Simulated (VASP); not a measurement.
Set up this calculation in VASP 6.6.1, as the native input.

```yaml
Task: single point
Functional: PBE
Potentials_or_basis: VASP PAW PBE potentials, release 64 (Ag)
Cutoff: 520 eV
k_mesh: 8 × 4 × 2
Occupations: gaussian, width 0.2 eV
Spin: no spin polarisation
Dipole_correction: no
Further_INCAR_settings: ALGO = Fast; EDIFF = 1e-06; NBANDS = 66
```

The structure of Ag lies in POSCAR:

```
Ag
1.0
    1.4733017042     -2.5518334066      0.0000000000
   -4.4199051126     -2.5518334066      0.0000000000
    0.0000000000      0.0000000000    -11.8728822093
Ag
10
Direct
    1.0000000000      0.6666666667      0.1996005259
    0.5000000000      0.1666666667      0.1996005259
    1.0000000000      1.0000000000      1.0000000000
    0.5000000000      0.5000000000      0.0000000000
    0.5000000000      0.8333333333      0.8003994741
    1.0000000000      0.3333333333      0.8003994741
    1.0000000000      0.6666666667      0.6002568764
    0.5000000000      0.1666666667      0.6002568764
    0.5000000000      0.8333333333      0.3997431236
    1.0000000000      0.3333333333      0.3997431236
```

These files were run (other wordings do the same):

INCAR

```
SYSTEM = Ag
PREC = Accurate ; ENCUT = 520
EDIFF = 1E-6 ; ISMEAR = 0
SIGMA = 0.2 ; LREAL = .False.
LASPH = .True. ; NELM = 100
ALGO = Fast ; ISIF = 2
LWAVE = .False. ; LCHARG = .True.
GGA = PE ; LELF = .True.
LVHAR = .True. ; NBANDS = 66
```

KPOINTS

```
regular mesh
0
Gamma
  8 4 2
  0 0 0
```

Potentials or basis: VASP PAW PBE potentials, release 64 (Ag).

Launch:

```sh
$ cat potpaw_PBE.64/Ag/POTCAR > POTCAR
$ mpirun -np 1 vasp_std > vasp.out
```

It gave:

```json
{
 "Pressure": "0.0 GPa",
 "Largest force": "0.012 eV/Å",
 "Band gap on the k mesh": "zero (band 55 reaches 10.03 eV, above the bottom of band 56 at 5.10 eV)"
}
```

Run time: 5.4 min on 1 thread of Intel(R) Xeon(R) Platinum 8259CL CPU @ 2.50GHz (Skylake/Cascade Lake) (shared host), peak memory 0.42 GiB.
